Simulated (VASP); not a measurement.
A run of VASP 6.6.1 is set up as follows.

Contents of INCAR:

```
SYSTEM = KTaO3
  ALGO = Normal
  EDIFF = 1E-8
  ENCUT = 520
  ISIF = 2
  ISMEAR = -1
  LASPH = .TRUE.
  LCHARG = .FALSE.
  LEFG = .TRUE.
  LREAL = .FALSE.
  LWAVE = .FALSE.
  NBANDS = 27
  NELM = 60
  PREC = Accurate
  SIGMA = 0.01
```

KPOINTS

```
k-points
0
G
  5 5 5
  0 0 0
```

File POSCAR:

```
KTaO3
1.0
    4.1079490000      0.0000000000      0.0000000000
    0.0000000000      4.1079490000      0.0000000000
    0.0000000000      0.0000000000      3.9883000000
K Ta O
1 1 3
Direct
    0.5000000000      0.5000000000      0.5000000000
    0.0000000000      0.0000000000      0.0000000000
    0.5000000000      0.0000000000      0.0000000000
    0.0000000000      0.5000000000      0.0000000000
    0.0000000000      0.0000000000      0.5000000000
```

Potentials or basis: VASP PAW LDA potentials, release 64 (K_sv, Ta_pv, O).

Command:

```bash
$ cat potpaw_LDA.64/K_sv/POTCAR potpaw_LDA.64/Ta_pv/POTCAR potpaw_LDA.64/O/POTCAR > POTCAR
$ mpirun -np 1 vasp_std > vasp.out
```

(1) What does it give for the band gap on the k mesh?

(2) Predict the pressure.

## Answers

(1) 1.96 eV (least direct gap 2.48 eV).

(2) -14.3 GPa.

Caveat: the cell differs from its parent crystal (equal xx and yy strain of +3 %); the cell stands under tension; without QUAD_EFG the Cq values of the log hold for a quadrupole moment of 1 mb, not for the nuclei; spin-orbit coupling is left out, which moves the levels of the heavy elements; an odd mesh through Γ misses points on the zone boundary, where band edges can lie.
